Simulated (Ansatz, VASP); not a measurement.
## Bi2TeSe2: VASP beside Ansatz

```
Bi Te Se
1.0
     2.10140    1.21325    9.74950
    -2.10140    1.21325    9.74950
     0.00000   -2.42649    9.74950
Bi Te Se
2 1 2
Cartesian
  0.0000 0.0000 11.8598
  0.0000 0.0000 17.3888
  0.0000 0.0000 0.0000
  0.0000 0.0000 6.1074
  0.0000 0.0000 23.1411
```

Alike in both runs: functional PBEsol; k mesh 6 × 6 × 6; occupations gaussian, width 0.1 eV; no spin polarisation.

Ansatz relaxed the structure, and its values are those at the end. VASP's run is a single point on that final structure, the one shown.

|  | VASP | Ansatz |
| --- | --- | --- |
| version | VASP 6.6.1 | Ansatz 0.2.0 |
| potentials or method | VASP PAW PBE potentials, release 64 (Bi_d, Te, Se), cutoff 520 eV | scalar-relativistic, plane waves, PAW |
| valence electrons in the cell | 48 | 78 |

VASP gave:

- gap on the k mesh at the Fermi level (eV): 0.53
- least direct gap on the mesh (eV): 0.53
- pressure (GPa): 0.1
- rms of the force components (eV/Å): 0.006

Question: Estimate Ansatz's values.

Answer: gap on the k mesh at the Fermi level (eV): 0.53; least direct gap on the mesh (eV): 0.53; pressure (GPa): 0.1; rms of the force components (eV/Å): 0.004.

VASP's potentials were made for PBE, not for PBEsol. VASP's potentials hold 48 valence electrons a cell and Ansatz's 78, so a difference there can come from the potentials and not from the codes.

Neither program's run includes spin-orbit coupling.
